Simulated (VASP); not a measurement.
BaS, 2 atoms in the cell. Symmetry: F-43m, No. 216, cubic system. The conventional cell has a = 6.657 Å, b = 6.657 Å, c = 6.657 Å, α = 90.00°, β = 90.00°, γ = 90.00°. Within 3.8 Å of Ba (site symmetry -43m) lie 4 S at 2.88 Å. Within 3.8 Å of S (site symmetry -43m) lie 4 Ba at 2.88 Å.  This cell differs from its parent crystal: Be replaced by Ba, lengths x 1.355, strained.

| Quantity | Value |
| --- | --- |
| Program | VASP 6.6.1 |
| Task | single point |
| Functional | PBE |
| Potentials or basis | VASP PAW PBE potentials, release 64 (Ba_sv, S) |
| Cutoff | 500 eV |
| k mesh | 6 × 6 × 6 |
| Occupations | gaussian, width 0.1 eV |
| Spin | no spin polarisation |
| Dipole correction | no |
| Further INCAR settings | ALGO = Normal; EDIFF = 1e-06; NBANDS = 15 |

Potentials or basis: VASP PAW PBE potentials, release 64 (Ba_sv, S).

Run with:

```bash
$ cat potpaw_PBE.64/Ba_sv/POTCAR potpaw_PBE.64/S/POTCAR > POTCAR
$ mpirun -np 1 vasp_std > vasp.out
```

Hardware: 1 thread of Intel Xeon 8259CL, on a shared host.

**Question.** Estimate the wall time of this run.

**Answer.** Wall time 24 s on 1 thread of Intel Xeon 8259CL (shared host), peak memory 0.21 GiB. Counts: scf iterations 14, k points 16.
